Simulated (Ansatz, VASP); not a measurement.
# Ag in VASP and in Ansatz

```xyz
1
Lattice="0.0000 2.0737 2.0737 2.0737 0.0000 2.0737 2.0737 2.0737 0.0000" Properties=species:S:1:pos:R:3 pbc="T T T"
Ag    0.0000    0.0000    0.0000
```

Alike in both runs: functional PBE; k mesh 18 × 18 × 18; occupations gaussian, width 0.1 eV; no spin polarisation.

Ansatz relaxed the structure, and its values are those at the end. VASP's run is a single point on that final structure, the one shown.

|  | VASP | Ansatz |
| --- | --- | --- |
| version | VASP 6.6.1 | Ansatz 0.2.0 |
| potentials or method | VASP PAW PBE potentials, release 64 (Ag), cutoff 500 eV | scalar-relativistic, all-electron LAPW |

```csv
,VASP,Ansatz,Ansatz less VASP
gap on the k mesh at the Fermi level (eV),none,none,-
pressure (GPa),-0.1,0.0,+0.06
```

A gap of «none» marks a metal or a gap that the smearing closes. Ansatz ran all-electron here, and VASP with PAW potentials.
